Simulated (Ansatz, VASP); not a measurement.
Two plane-wave programs on GaP

POSCAR

```
GaP
1.0
    0.0000000000      2.6436373088      2.7943627968
    2.6436373088      0.0000000000      2.7943627968
    2.6436373088      2.6436373088      0.0000000000
Ga P
1 1
Direct
    0.0000000000      0.0000000000      0.0000000000
    0.2500000000      0.2500000000      0.2500000000
```

File INCAR.step1:

```
PREC     = Accurate       # precision mode
ENCUT    = 520            # plane-wave cutoff, eV
ISMEAR   = 0              # smearing method
SIGMA    = 0.01           # smearing width, eV
LREAL    = F              # projectors in reciprocal space
LASPH    = T              # aspherical terms in the spheres
NELM     = 80             # most SCF steps
NBANDS   = 16             # bands
GGA      = PE             # functional
ALGO     = Normal         # electronic algorithm
EDIFF    = 1E-4           # SCF threshold, eV
LWAVE    = T              # write WAVECAR
LCHARG   = F              # write CHGCAR
```

Contents of INCAR.step2:

```
PREC     = Accurate       # precision mode
ENCUT    = 520            # plane-wave cutoff, eV
EDIFF    = 1E-6           # SCF threshold, eV
ISMEAR   = 0              # smearing method
SIGMA    = 0.01           # smearing width, eV
LREAL    = F              # projectors in reciprocal space
LASPH    = T              # aspherical terms in the spheres
NELM     = 80             # most SCF steps
ALGO     = Normal         # electronic algorithm
ISIF     = 2              # what is computed and relaxed
LWAVE    = F              # write WAVECAR
LCHARG   = F              # write CHGCAR
METAGGA  = R2SCAN         # meta-GGA
LMIXTAU  = T            
NBANDS   = 16             # bands
ISTART   = 1
```

KPOINTS

```
Automatic mesh
0
Gamma
  8 8 8
```

Input for Ansatz:

```yaml
crystal:
  lattice:
    - [0.0, 2.6436373088, 2.7943627968]
    - [2.6436373088, 0.0, 2.7943627968]
    - [2.6436373088, 2.6436373088, 0.0]
  atoms:
    - { symbol: Ga, position: [0.0, 0.0, 0.0] }
    - { symbol: P, position: [0.25, 0.25, 0.25] }
kpoints:
  mp_grid: { grid: [8, 8, 8] }
  band_path:
    path:
      - [0.0, 0.0, 0.0]
      - [-0.5, -0.5, 0.0]
      - [-0.375, -0.375, 0.25]
      - [-0.375, 0.0, 0.375]
      - [0.0, 0.0, 0.5]
      - [-0.5, -0.25, 0.25]
      - [0.0, 0.424479, 0.424479]
    npoints: 1
hamiltonian:
  xc: r2scan
scf:
  occupations: { method: fixed }
  n_extra_bands: 4
output:
  forces: true
  stress: true
  eigenvalues: true
```

Change from the starting cell: epitaxial_xy strain -3.0%.

Alike in both runs: task single point; functional r2SCAN; k mesh 8 × 8 × 8; no spin polarisation.

```csv
,VASP,Ansatz
version,VASP 6.6.1,Ansatz 0.2.0
potentials or method,"VASP PAW PBE potentials, release 64 (Ga_d, P)","plane waves, PAW"
plane-wave cutoff (eV),520,500
occupations,"gaussian, width 0.01 eV",fixed
valence electrons in the cell,18,18
```

Ansatz gave:

| Property | Result |
| --- | --- |
| gap on the k mesh at the Fermi level (eV) | 1.55 |
| pressure (GPa) | 3.4 |
| traceless stress, the component that is largest in VASP (GPa) | -3.37 |

Problem. Estimate VASP's values.

Solution. gap on the k mesh at the Fermi level (eV): 1.55; pressure (GPa): 3.3; traceless stress, the component that is largest in VASP (GPa): -3.39.

VASP's potentials were made for PBE, not for r2SCAN.
